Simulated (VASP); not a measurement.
Set up this calculation in VASP 6.6.1, as the native input.

```yaml
Task: single point
Functional: PBE
Potentials_or_basis: VASP PAW PBE potentials, release 64 (Pt)
Cutoff: 520 eV
k_mesh: 48 × 48 × 48
Occupations: fermi-dirac, width 0.0612256 eV
Spin: no spin polarisation
Dipole_correction: no
Further_INCAR_settings: ALGO = Normal; EDIFF = 1e-07; NBANDS = 11
```

The structure of Pt lies in POSCAR:

```
Pt
1.0
   -1.5500724905      1.5500724905      1.5500724905
    1.5500724905     -1.5500724905      1.5500724905
    1.5500724905      1.5500724905     -1.5500724905
Pt
1
Direct
    0.0000000000      0.0000000000      0.0000000000
```

This isn't the form of Pt at room conditions, which is fcc.

These files were run (other wordings do the same):

INCAR

```
SYSTEM = Pt
ALGO = Normal
EDIFF = 1E-7
ENCUT = 520
GGA = PE
ISIF = 2
ISMEAR = -1
LASPH = .True.
LCHARG = .False.
LREAL = .False.
LWAVE = .False.
NBANDS = 11
NELM = 100
PREC = Accurate
SIGMA = 0.06122561905347299
```

KPOINTS

```
k-points
0
Gamma
  48 48 48
  0 0 0
```

Potentials or basis: VASP PAW PBE potentials, release 64 (Pt).

Command:

```sh
$ cat potpaw_PBE.64/Pt/POTCAR > POTCAR
$ mpirun -np 1 vasp_std > vasp.out
```

It gave:

The pressure is 16.6 GPa. The band gap on the k mesh is zero (bands 5 and 6 overlap by 2.43 eV).

Caveat: the cell stands under pressure; spin-orbit coupling is left out, which moves the levels of the heavy elements.

Wall time 4.9 min on 1 thread of Intel(R) Xeon(R) Platinum 8259CL CPU @ 2.50GHz (Skylake/Cascade Lake) (shared host), peak memory 0.53 GiB.
